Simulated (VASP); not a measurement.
# Zn (P6_3/mmc) in VASP: further runs

Zn is run at these levels: PBEsol; tasks: single point, relaxation of cell and atoms.

All numbers are computed with VASP 6.6.1; they aren't measurements. Logs are shortened: lines on timing, memory, paths and dates and some standing lists are left out, and cuts for length are marked.

**1. The cell of the first run**

The structure is hexagonal, space group P6_3/mmc (No. 194). Conventional cell: a = 2.604 Å, b = 2.604 Å, c = 4.841 Å, α = 90.00°, β = 90.00°, γ = 120.00°. Zn (site symmetry -6m2) has 12 Zn at 2.60 to 2.85 Å within 3.4 Å.

**2. Single point, PBEsol**

The input, INCAR:

```
  PREC = Accurate
  ENCUT = 520
  EDIFF = 1E-6
  ISMEAR = 0
  SIGMA = 0.05
  LREAL = False
  LASPH = True
  NELM = 100
  ALGO = Normal
  ISIF = 2
  LWAVE = False
  LCHARG = True
  GGA = PS
  LELF = True
  LVHAR = True
  NBANDS = 19
```

The input, KPOINTS:

```
regular mesh
0
Gamma
  10 10 5
```

The input, POSCAR:

```
Zn
1.0
    2.6036039139      0.0000000000      0.0000000000
   -1.3018019569      2.2547871308      0.0000000000
    0.0000000000      0.0000000000      4.8408476533
Zn
2
Direct
    0.3333333333      0.6666666667      0.2500000000
    0.6666666667      0.3333333333      0.7500000000
```

Potentials or basis: VASP PAW PBE potentials, release 64 (Zn).

On the command line:

```console
$ cat potpaw_PBE.64/Zn/POTCAR > POTCAR
$ mpirun -np 1 vasp_std > vasp.out
```

OUTCAR:

```text
PREC = Accurate
   ENCUT = 520
   EDIFF = 1E-6
   ISMEAR = 0
   LREAL = False
   LASPH = True
   NELM = 100
   ISIF = 2
   GGA = PS

 ion  position               nearest neighbor table
   1  0.333  0.667  0.250-   2 2.85   2 2.85   2 2.85   2 2.85   2 2.85   2 2.85
   2  0.667  0.333  0.750-   1 2.85   1 2.85   1 2.85   1 2.85   1 2.85   1 2.85

  LATTYP: Found a hexagonal cell.
 ALAT       =     2.6036039139
 C/A-ratio  =     1.8592872854

  Lattice vectors:

 A1 = (   2.6036039139,   0.0000000000,   0.0000000000)
 A2 = (  -1.3018019569,   2.2547871308,   0.0000000000)
 A3 = (   0.0000000000,   0.0000000000,   4.8408476533)

Analysis of symmetry for initial positions (statically):
=====================================================================
 Subroutine PRICEL returns:
 Original cell was already a primitive cell.

 Routine SETGRP: Setting up the symmetry group for a
 hexagonal supercell.

 Subroutine GETGRP returns: Found 24 space group operations
 (whereof 12 operations were pure point group operations)
 out of a pool of 24 trial point group operations.

The static configuration has the point symmetry D_3d.
 The point group associated with its full space group is D_6h.

Analysis of symmetry for dynamics (positions and initial velocities):
=====================================================================
 Subroutine PRICEL returns:
 Original cell was already a primitive cell.

 Routine SETGRP: Setting up the symmetry group for a
 hexagonal supercell.

 Subroutine GETGRP returns: Found 24 space group operations
 (whereof 12 operations were pure point group operations)
 out of a pool of 24 trial point group operations.

The dynamic configuration has the point symmetry D_3d.
 The point group associated with its full space group is D_6h.

 Subroutine INISYM returns: Found 24 space group operations
 (whereof 12 operations are pure point group operations),
 and found     1 'primitive' translations

----------------------------------------------------------------------------------------

                                     Primitive cell

  volume of cell :      28.4185

  direct lattice vectors                    reciprocal lattice vectors
     2.603603914  0.000000000  0.000000000     0.384082999  0.221750423  0.000000000
    -1.301801957  2.254787131  0.000000000     0.000000000  0.443500846  0.000000000
     0.000000000  0.000000000  4.840847653     0.000000000  0.000000000  0.206575392

  length of vectors
     2.603603914  2.603603914  4.840847653     0.443500846  0.443500846  0.206575392

  position of ions in fractional coordinates (direct lattice)
     0.333333333  0.666666667  0.250000000
     0.666666667  0.333333333  0.750000000

  ion indices of the primitive-cell ions
   primitive index   ion index
                 1           1
                 2           2

----------------------------------------------------------------------------------------

 KPOINTS: regular mesh

Automatic generation of k-mesh.
 Grid dimensions read from file:
 generate k-points for:   10   10    5

 Generating k-lattice:

  Cartesian coordinates                     Fractional coordinates (reciprocal lattice)
     0.038408300  0.022175042  0.000000000     0.100000000  0.000000000  0.000000000
     0.000000000  0.044350085  0.000000000     0.000000000  0.100000000  0.000000000
     0.000000000  0.000000000  0.041315078     0.000000000  0.000000000  0.200000000

  Length of vectors
     0.044350085  0.044350085  0.041315078

  Shift w.r.t. Gamma in fractional coordinates (k-lattice)
     0.000000000  0.000000000  0.000000000

 Subroutine IBZKPT returns following result:
 ===========================================

 Found     42 irreducible k-points:

 Following reciprocal coordinates:
            Coordinates               Weight
  0.000000  0.000000  0.000000      1.000000
  0.100000  0.000000  0.000000      6.000000
  0.200000  0.000000  0.000000      6.000000
  0.300000 -0.000000  0.000000      6.000000
  0.400000 -0.000000  0.000000      6.000000
  0.500000  0.000000  0.000000      3.000000
[... 16 lines left out ...]
  0.300000  0.100000  0.200000     24.000000
  0.400000  0.100000  0.200000     24.000000
 [... further k-points ...]
   k-points           NKPTS =     42   k-points in BZ     NKDIM =     42   number of bands    NBANDS=     19
   number of dos      NEDOS =    301   number of ions     NIONS =      2
   total plane-waves  NPLWV =  14400
   dimension x,y,z NGX =    20 NGY =   20 NGZ =   36
   dimension x,y,z NGXF=    40 NGYF=   40 NGZF=   72
   ions per type =               2
   NGX,Y,Z   is equivalent  to a cutoff of  12.77, 12.77, 12.36 a.u.
   NGXF,Y,Z  is equivalent  to a cutoff of  25.54, 25.54, 24.73 a.u.
 SYSTEM =  unknown system
   PREC   = accura    normal or accurate (medium, high low for compatibility)
   ISTART =      0    job   : 0-new  1-cont  2-samecut
   ICHARG =      2    charge: 1-file 2-atom 10-const
   ISPIN  =      1    spin polarized calculation?
   LNONCOLLINEAR =      F non collinear calculations
   LSORBIT =      F    spin-orbit coupling
   LASPH  =      T    aspherical Exc in radial PAW
   ENCUT  =  520.0 eV  38.22 Ry    6.18 a.u.   4.84  4.84  9.00*2*pi/ulx,y,z
   NELM   =    100;   NELMIN=  2; NELMDL= -5     # of ELM steps
   EDIFF  = 0.1E-05   stopping-criterion for ELM
   LREAL  =      F    real-space projection
   EDIFFG = 0.1E-04   stopping-criterion for IOM
   NSW    =      0    number of steps for IOM
   IBRION =     -1    ionic relax: 0-MD 1-quasi-New 2-CG
   NFREE  =      0    steps in history (QN), initial steepest desc. (CG)
   ISIF   =      2    stress and relaxation
   ISYM   =      2    0-nonsym 1-usesym 2-fastsym
   POTIM  = 0.5000    time-step for ionic-motion
   TEBEG  =    0.0;   TEEND  =   0.0 temperature during run
   PSTRESS=    0.0 pullay stress
   NELECT =      24.0000    total number of electrons
   NUPDOWN=      -1.0000    fix difference up-down
   EMIN   =  10.00;   EMAX   =-10.00  energy-range for DOS
   EFERMI =   0.00;   METHOD = LEGACY
   ISMEAR =     0;   SIGMA  =   0.05  broadening in eV -4-tet -1-fermi 0-gaus
   EFERMI_NEDOS =   21; number of points for ismear=-14 and -15
   IALGO  =     38    algorithm
   IMIX   =      4    mixing-type and parameters
     AMIX     =   0.40;   BMIX     =  1.00
     AMIX_MAG =   1.60;   BMIX_MAG =  1.00
  volume/ion in A,a.u.               =      14.21        95.89
  Fermi-wavevector in a.u.,A,eV,Ry     =   1.547431  2.924221 32.579730  2.394543
  Thomas-Fermi vector in A             =   2.652525
   LORBIT       =      0    0 simple, 1 ext, 2 COOP (PROOUT), +10 PAW based schemes
   GGA     = PS    functional components
   LHFCALC =     F    Hartree Fock is set to
   AEXX    =    0.0000 exact exchange contribution
   IVDW    =     0    specifies the selected vdW correction
   LEPSILON=     F    determine dielectric tensor
   LRPA    =     F    only Hartree local field effects (RPA)
 non-spin polarized calculation
 Gauss-broadening in eV      SIGMA  =   0.05
  energy-cutoff  :      520.00
  volume of cell :       28.42
 maximum number of plane-waves:       776
 NGX is ok and might be reduce to    20
   NGX =  9   NGY =  9   NGZ = 19

 number of electron      24.0000030 magnetization

 Free energy of the ion-electron system (eV)
  ---------------------------------------------------
  ext. energy  EPLUGINS =         0.00000000
  ---------------------------------------------------
  free energy    TOTEN  =        -3.18516645 eV

  energy without entropy =       -3.18451559  energy(sigma->0) =       -3.18484102

 E-fermi :   3.2374     XC(G=0): -12.0617

 val. band max:        3.2075657463   @ k =   0.1000   0.0000   0.2000
 cond. band min:       3.4223204990   @ k =   0.4000  -0.0000   0.0000
 fundamental gap:      0.2147547528
 Fermi energy:         3.2373869372

 k-point     1 :       0.0000    0.0000    0.0000
  band No.  band energies     occupation
      1      -7.5356      2.00000
      2      -5.4818      2.00000
      3      -4.6643      2.00000
      4      -4.3977      2.00000
      5      -4.3977      2.00000
      6      -4.3403      2.00000
[... 11 lines left out ...]
     18      23.2871      0.00000
     19      23.4312      0.00000

 k-point     2 :       0.1000    0.0000    0.0000
  band No.  band energies     occupation
      1      -7.2260      2.00000
      2      -5.3416      2.00000
      3      -4.6331      2.00000
      4      -4.4280      2.00000
      5      -4.3723      2.00000
      6      -4.3199      2.00000
[... 11 lines left out ...]
     18      21.8277      0.00000
     19      23.9260      0.00000

 k-point     3 :       0.2000    0.0000    0.0000
  band No.  band energies     occupation
      1      -6.3506      2.00000
      2      -5.0656      2.00000
      3      -4.5918      2.00000
      4      -4.4880      2.00000
      5      -4.3840      2.00000
      6      -4.2982      2.00000
[... 11 lines left out ...]
     18      20.0505      0.00000
     19      20.1589      0.00000

 k-point     4 :       0.3000   -0.0000    0.0000
  band No.  band energies     occupation
      1      -5.3753      2.00000
      2      -5.0443      2.00000
      3      -4.7105      2.00000
      4      -4.4620      2.00000
      5      -4.3019      2.00000
      6      -4.2518      2.00000
[... 407 lines left out ...]
     18      17.6769      0.00000
     19      20.4385      0.00000

 k-point    23 :       0.3000    0.1000    0.2000
  band No.  band energies     occupation
      1      -5.1014      2.00000
      2      -5.0033      2.00000
      3      -4.7658      2.00000
      4      -4.6057      2.00000
      5      -4.3026      2.00000
      6      -4.1461      2.00000
[... 11 lines left out ...]
     18      16.4837      0.00000
     19      19.0235      0.00000

 k-point    24 :       0.4000    0.1000    0.2000
  band No.  band energies     occupation
      1      -5.1379      2.00000
      2      -5.1155      2.00000
      3      -4.8451      2.00000
      4      -4.6040      2.00000
      5      -4.2769      2.00000
      6      -4.0970      2.00000
[... 11 lines left out ...]
     18      15.8391      0.00000
     19      20.2464      0.00000

 [... further k-points ...]

------------------------ aborting loop because EDIFF is reached ----------------------------------------

  FORCE on cell =-STRESS in cart. coord.  units (eV):
  Direction    XX          YY          ZZ          XY          YZ          ZX
  --------------------------------------------------------------------------------------
  -------------------------------------------------------------------------------------
  Total        0.0967702      0.0967702      0.0605107      0.0000000      0.0000000      0.0000000
  in kB        5.4556981      5.4556981      3.4114673      0.0000000      0.0000000      0.0000000
  external PRESSURE =       4.7742878 kB  Pullay stress =       0.0000000 kB

 VOLUME and BASIS-vectors are now :
 -----------------------------------------------------------------------------
  energy-cutoff  :      520.00
  volume of cell :       28.42
      direct lattice vectors                 reciprocal lattice vectors
     2.603603914  0.000000000  0.000000000     0.384082999  0.221750423  0.000000000
    -1.301801957  2.254787131  0.000000000     0.000000000  0.443500846  0.000000000
     0.000000000  0.000000000  4.840847653     0.000000000  0.000000000  0.206575392

 POSITION                                       TOTAL-FORCE (eV/Angst)
 -----------------------------------------------------------------------------------
     -0.00000      1.50319      1.21021        -0.000000      0.000000      0.000000
      1.30180      0.75160      3.63064         0.000000     -0.000000      0.000000
 -----------------------------------------------------------------------------------
    total drift:                               -0.000000      0.000000      0.000000

  FREE ENERGIE OF THE ION-ELECTRON SYSTEM (eV)
  ---------------------------------------------------
  free  energy   TOTEN  =        -3.1851664525 eV

  energy  without entropy=       -3.1845155948  energy(sigma->0) =       -3.18484102
```

Run time: 14 s. Hardware: 1 thread of Intel Xeon Platinum 8488C (Sapphire Rapids), shared host; peak memory 0.14 GiB.

Results:

* Free energy: -3.1852 eV
* Pressure: 0.5 GPa
* Band gap on the k mesh: zero (bands 12 and 13 overlap by 4.11 eV)

Stress tensor (GPa, compression positive):
```
0.55 0.00 0.00
0.00 0.55 0.00
0.00 0.00 0.34
```

Caveat: the PAW data sets were made with another functional, which shifts forces and pressure a little.

**3. Relaxation of cell and atoms, PBEsol**

This run uses another cell than the first one, of 15.33 Å³/atom.

The input, INCAR:

```
PREC     = Accurate       # precision mode
ENCUT    = 600            # plane-wave cutoff, eV
EDIFF    = 1E-6           # SCF threshold, eV
ISMEAR   = 0              # smearing method
SIGMA    = 0.05           # smearing width, eV
LREAL    = F              # projectors in reciprocal space
LASPH    = T              # aspherical terms in the spheres
NELM     = 80             # most SCF steps
ALGO     = Normal         # electronic algorithm
ISIF     = 3              # what is computed and relaxed
LWAVE    = F              # write WAVECAR
LCHARG   = F              # write CHGCAR
GGA      = PS             # functional
IBRION   = 2              # ionic algorithm
NSW      = 60             # ionic steps
EDIFFG   = -0.01          # ionic threshold
```

The input, KPOINTS:

```
Automatic mesh
0
Gamma
  10 10 5
```

The input, POSCAR:

```
Zn
1.0
    2.6700000000      0.0000000000      0.0000000000
   -1.3350000000      2.3122900000      0.0000000000
    0.0000000000      0.0000000000      4.9660000000
Zn
2
Direct
    0.3333333333      0.6666666667      0.2500000000
    0.6666666667      0.3333333333      0.7500000000
```

Potentials or basis: VASP PAW PBE potentials, release 64 (Zn).

On the command line:

```console
$ cat potpaw_PBE.64/Zn/POTCAR > POTCAR
$ mpirun -np 1 vasp_std > vasp.out
```

Wall time 59 s (1 thread of Intel Xeon Platinum 8488C (Sapphire Rapids), shared host); peak memory 0.17 GiB.

The run converged. Its results:

```yaml
Free_energy: -3.1859 eV
Relaxed_volume: 14.26 Å³/atom
Relaxed_cell: a = 2.607 Å, b = 2.607 Å, c = 4.844 Å, α = 90.00°, β = 90.00°, γ = 120.00°
Space_group_after_relaxing_to_0.1_Å: P6_3/mmc (No. 194)
Energy_gained_by_relaxing: 19.8 meV/atom
Ionic_steps: 7
Pressure_after_relaxing: 0.0 GPa
Band_gap_on_the_k_mesh: zero (bands 12 and 13 overlap by 4.11 eV)
```

Step by step:
```csv
step,energy change (eV),largest force (eV/Å),pressure (GPa),volume (Å³)
1,0.0000,0.0000,-5.51,30.66
2,-0.0381,0.0000,0.72,28.38
3,-0.0387,0.0000,-0.11,28.62
4,-0.0394,0.0000,-0.11,28.55
5,-0.0395,0.0000,-0.02,28.51
6,-0.0395,0.0000,-0.11,28.52
7,-0.0395,0.0000,0.01,28.52
```

Final structure:
```
CELL_PARAMETERS angstrom
2.60733 0.00000 0.00000
-1.30367 2.25802 0.00000
0.00000 0.00000 4.84424
ATOMIC_POSITIONS crystal
Zn 0.33333 0.66667 0.25000
Zn 0.66667 0.33333 0.75000
```

Levels at points of the mesh, in eV from the Fermi level:
| k point | band 8 | band 9 | band 10 | band 11 | band 12 | band 13 | band 14 | band 15 | band 16 |
| --- | --- | --- | --- | --- | --- | --- | --- | --- | --- |
| (0.00, 0.00, 0.00) | -7.20 | -7.20 | -6.97 | -6.97 | -3.80 | -2.80 | 14.36 | 18.09 | 18.47 |
| (0.50, 0.00, 0.00) | -6.98 | -6.77 | -6.75 | -2.86 | -2.01 | 2.96 | 3.79 | 4.67 | 6.05 |

Caveat: the PAW data sets were made with another functional, which shifts forces and pressure a little.
